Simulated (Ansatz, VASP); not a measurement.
N: VASP beside Ansatz

```
CELL_PARAMETERS angstrom
3.51552 0.00000 0.00000
-1.75776 3.04453 0.00000
0.00000 0.00000 6.27640
ATOMIC_POSITIONS crystal
N 0.33333 0.66667 0.25000
N 0.66667 0.33333 0.75000
```

Alike in both runs: task single point; functional LDA; k mesh 12 × 12 × 6; occupations gaussian, width 0.05 eV; collinear spin.

|  | VASP | Ansatz |
| --- | --- | --- |
| version | VASP 6.6.1 | Ansatz 0.2.0 |
| potentials or method | VASP PAW LDA potentials, release 64 (N), cutoff 520 eV | scalar-relativistic, plane waves, PAW |
| valence electrons in the cell | 10 | 10 |

Ansatz gave:

| Quantity | Value |
| --- | --- |
| gap on the k mesh at the Fermi level (eV) | 2.16 |
| least direct gap on the mesh (eV) | 2.16 |
| pressure (GPa) | -0.3 |
| traceless stress, the component that is largest in VASP (GPa) | -0.07 |
| net moment per atom (μB) | 3.00 |
| size of the moment on the site where the two differ most (μB) | 2.88 |

Which values does VASP return?

gap on the k mesh at the Fermi level (eV): 2.03; least direct gap on the mesh (eV): 2.03; pressure (GPa): -0.4; traceless stress, the component that is largest in VASP (GPa): -0.08; net moment per atom (μB): 3.00; size of the moment on the site where the two differ most (μB): 1.93.

LDA's correlation is that of Perdew and Zunger in VASP and of Perdew and Wang (1992) in Ansatz. Site moments also hang on the region over which each program counts them.
